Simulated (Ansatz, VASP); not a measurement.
## GaN: VASP beside Ansatz

The input POSCAR:

```
GaN
1.0
    0.0000000000      2.2293332996      2.1085153689
    2.2293332996      0.0000000000      2.1085153689
    2.2293332996      2.2293332996      0.0000000000
Ga N
1 1
Direct
    0.5000000000      0.5000000000      0.5000000000
    0.0000000000      0.0000000000      0.0000000000
```

INCAR.step1

```
SYSTEM = GaN
PREC = Accurate
ENCUT = 520
ISMEAR = -1
SIGMA = 0.02
LREAL = .False.
LASPH = .True.
NELM = 100
NBANDS = 16
GGA = PE
ALGO = Normal
EDIFF = 1E-4
LWAVE = .True.
LCHARG = .False.
```

The input INCAR.step2:

```
SYSTEM = GaN
PREC = Accurate
ENCUT = 520
EDIFF = 1E-7
ISMEAR = -1
SIGMA = 0.02
LREAL = .False.
LASPH = .True.
NELM = 100
ALGO = Normal
ISIF = 2
LWAVE = .False.
LCHARG = .False.
METAGGA = R2SCAN
LMIXTAU = .True.
NBANDS = 16
ISTART = 1
```

Contents of KPOINTS:

```
Automatic mesh
0
Gamma
  10 10 10
  0 0 0
```

Input for Ansatz:

```yaml
crystal:
  lattice:
    - [0.0, 2.2293332996, 2.1085153689]
    - [2.2293332996, 0.0, 2.1085153689]
    - [2.2293332996, 2.2293332996, 0.0]
  atoms:
    - { symbol: Ga, position: [0.5, 0.5, 0.5] }
    - { symbol: "N", position: [0.0, 0.0, 0.0] }
kpoints:
  mp_grid: { grid: [10, 10, 10] }
  band_path:
    path:
      - [0.0, 0.0, 0.0]
      - [0.5, 0.0, 0.5]
      - [0.625, 0.25, 0.625]
      - [0.375, 0.375, 0.75]
      - [0.5, 0.5, 0.5]
      - [0.5, 0.25, 0.75]
      - [0.010417, 0.1875, -0.177083]
      - [0.5, 0.5, 0.0]
    npoints: 1
hamiltonian:
  xc: r2scan
scf:
  occupations: { method: fermi_dirac, width: 0.02 }
  n_extra_bands: 4
output:
  forces: true
  stress: true
  eigenvalues: true
```

Change from the starting cell: biaxial_xy strain +5.7%.

Alike in both runs: task single point; functional r2SCAN; k mesh 10 × 10 × 10; occupations fermi-dirac, width 0.02 eV; no spin polarisation.

```csv
,VASP,Ansatz
version,VASP 6.6.1,Ansatz 0.2.0
potentials or method,"VASP PAW PBE potentials, release 64 (Ga_d, N)","plane waves, PAW"
plane-wave cutoff (eV),520,500
valence electrons in the cell,18,18
```

Ansatz gave:

```
pressure (GPa)                                                : -20.2
traceless stress, the component that is largest in VASP (GPa) : 2.63
```

Task: Which values does VASP return?

Result: Pressure (GPa): -19.6; traceless stress, the component that is largest in VASP (GPa): 2.99.

VASP's potentials were made for PBE, not for r2SCAN. With one functional, cell and mesh, what is left measures potentials, basis and numerics.
